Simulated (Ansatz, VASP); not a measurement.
**Mo in VASP and in Ansatz**

Contents of INCAR:

```
  PREC = Accurate
  ENCUT = 600
  EDIFF = 1E-6
  ISMEAR = 1
  SIGMA = 0.15
  LREAL = False
  LASPH = True
  NELM = 100
  ALGO = Normal
  ISIF = 3
  LWAVE = False
  LCHARG = False
  GGA = PS
  IVDW = 12
  IBRION = 2
  NSW = 80
  EDIFFG = -0.01
```

File KPOINTS:

```
Automatic mesh
0
Gamma
  11 11 11
```

File POSCAR:

```
Mo
1.0
    2.7355100000      0.0000000000      0.0000000000
   -1.3677550000      2.3690210000      0.0000000000
    0.0000000000      0.0000000000      2.5551810000
Mo
1
Direct
    0.0000000000      0.0000000000      0.5000000000
```

Input for Ansatz:

```yaml
crystal:
  lattice:
    - [2.73551, 0.0, 0.0]
    - [-1.367755, 2.369021, 0.0]
    - [0.0, 0.0, 2.555181]
  atoms:
    - { symbol: Mo, position: [0.0, 0.0, 0.5] }
kpoints:
  mp_grid:
    grid: [11, 11, 11]
hamiltonian:
  xc: pbesol
  dispersion: d3bj
scf:
  occupations:
    method: methfessel_paxton
    width: 0.15
relax:
  cell: {}
```

Alike in both runs: task relaxation of cell and atoms; functional PBEsol; dispersion D3(BJ); k mesh 11 × 11 × 11; occupations methfessel-paxton of order 1, width 0.15 eV; no spin polarisation.

```csv
,VASP,Ansatz
version,VASP 6.6.1,Ansatz 0.2.0
potentials or method,"VASP PAW PBE potentials, release 64 (Mo_sv)","plane waves, PAW"
plane-wave cutoff (eV),600,420
valence electrons in the cell,14,14
```

Ansatz gave:

- relaxed volume (Å³/atom): 15.72
- relaxed cell length with the largest relative difference (Å): 2.458

Problem. What did VASP give for the same quantities?

Solution. Relaxed volume (Å³/atom): 15.76; relaxed cell length with the largest relative difference (Å): 2.462.

VASP's potentials were made for PBE, not for PBEsol.
